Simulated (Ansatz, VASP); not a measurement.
One calculation of Mn, two programs

Contents of INCAR:

```
ALGO = Fast ; EDIFF = 1E-6
EDIFFG = -0.01 ; ENCUT = 600
GGA = PE ; IBRION = 2
ISIF = 3 ; ISMEAR = 0
ISPIN = 2 ; LASPH = True
LCHARG = False ; LMAXMIX = 4
LORBIT = 11 ; LREAL = False
LWAVE = False ; MAGMOM = 0.16
NELM = 150 ; NSW = 80
PREC = Accurate ; SIGMA = 0.1
```

KPOINTS

```
k-points
0
Gamma
  20 20 20
```

The input POSCAR:

```
Mn
1.0
    0.0000000000      1.7517992800      1.7517992800
    1.7517992800      0.0000000000      1.7517992800
    1.7517992800      1.7517992800      0.0000000000
Mn
1
Direct
    0.0000000000      0.0000000000      0.0000000000
```

Input for Ansatz:

```yaml
crystal:
  lattice:
    - [0.0, 1.75179928, 1.75179928]
    - [1.75179928, 0.0, 1.75179928]
    - [1.75179928, 1.75179928, 0.0]
  atoms:
    - { symbol: Mn, position: [0.0, 0.0, 0.0], spin: 0.16 }
basis:
  ecutwfc: 420
kpoints:
  mp_grid: { grid: [20, 20, 20] }
hamiltonian:
  xc: pbe
scf:
  occupations: { method: gaussian, width: 0.1 }
output:
  forces: true
  stress: true
  eigenvalues: true
  populations: true
magnetization:
  spin_polarized: true
relax:
  adjacent_minimum: "off"
  f_tol: 0.01
  max_steps: 60
  cell: { stress_tol: 0.1 }
```

Alike in both runs: task relaxation of cell and atoms; functional PBE; k mesh 20 × 20 × 20; occupations gaussian, width 0.1 eV; collinear spin.

|  | VASP | Ansatz |
| --- | --- | --- |
| version | VASP 6.6.1 | Ansatz 0.2.0 |
| potentials or method | VASP PAW PBE potentials, release 64 (Mn_pv), cutoff 600 eV | scalar-relativistic, plane waves, PAW |
| valence electrons in the cell | 13 | 15 |

VASP gave:

```
gap on the k mesh at the Fermi level, each at its own relaxed structure (eV) : none
net moment per atom (μB)                                                     : 0.00
relaxed volume (Å³/atom)                                                     : 10.74
relaxed cell length with the largest relative difference (Å)                 : 2.476
```

Problem. Which values does Ansatz return?

Solution. gap on the k mesh at the Fermi level, each at its own relaxed structure (eV): none; net moment per atom (μB): 0.00; relaxed volume (Å³/atom): 10.75; relaxed cell length with the largest relative difference (Å): 2.477.

A gap of «none» marks a metal or a gap that the smearing closes. VASP's potentials hold 13 valence electrons a cell and Ansatz's 15, so a difference there can come from the potentials and not from the codes. Ansatz's warnings: seeded moment not kept.
